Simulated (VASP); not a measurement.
Input of a VASP 6.6.1 run:

INCAR

```
ALGO = Normal
EDIFF = 1E-6
ENCUT = 600
GGA = CA
GGA_COMPAT = False
ISIF = 2
ISMEAR = -1
LASPH = True
LCHARG = False
LREAL = False
LWAVE = False
NBANDS = 75
NELM = 120
PREC = Accurate
SIGMA = 0.02
```

The input KPOINTS:

```
k-points
0
Gamma
  6 6 6
```

POSCAR

```
CdIn2O4
1.0
    0.0000000000      4.5459699028      4.5459699028
    4.5459699028      0.0000000000      4.5459699028
    4.5459699028      4.5459699028      0.0000000000
Cd In O
2 4 8
Direct
    0.0000000000      0.0000000000      0.0000000000
    0.2500000000      0.2500000000      0.2500000000
    0.6250000000      0.6250000000      0.6250000000
    0.1250000000      0.6250000000      0.6250000000
    0.6250000000      0.6250000000      0.1250000000
    0.6250000000      0.1250000000      0.6250000000
    0.8624440897      0.8624440897      0.8624440897
    0.8373322690      0.3875559103      0.3875559103
    0.8624440897      0.8624440897      0.4126677310
    0.3875559103      0.8373322690      0.3875559103
    0.4126677310      0.8624440897      0.8624440897
    0.3875559103      0.3875559103      0.3875559103
    0.8624440897      0.4126677310      0.8624440897
    0.3875559103      0.3875559103      0.8373322690
```

Potentials or basis: VASP PAW LDA potentials, release 64 (Cd, In_d, O).

The run is started by

```bash
$ cat potpaw_LDA.64/Cd/POTCAR potpaw_LDA.64/In_d/POTCAR potpaw_LDA.64/O/POTCAR > POTCAR
$ mpirun -np 1 vasp_std > vasp.out
```

Problem. Estimate the largest force.

Solution. 0.043 eV/Å.

Problem. What does it give for the band gap on the k mesh?

Solution. 1.09 eV (least direct gap 1.14 eV).

Forces in eV/Å, atoms in the order of the input:
```
Cd   0.000  0.000  0.000
Cd   0.000  0.000  0.000
In   0.000  0.000  0.000
In   0.000  0.000  0.000
In   0.000  0.000  0.000
In   0.000  0.000  0.000
O   -0.025 -0.025 -0.025
O    0.025 -0.025 -0.025
O    0.025  0.025 -0.025
O   -0.025  0.025 -0.025
O   -0.025  0.025  0.025
O    0.025  0.025  0.025
O    0.025 -0.025  0.025
O   -0.025 -0.025  0.025
```

Caveat: spin-orbit coupling is left out, which moves the levels of the heavy elements. LDA gaps usually lie below the measured ones, often by a third to a half.
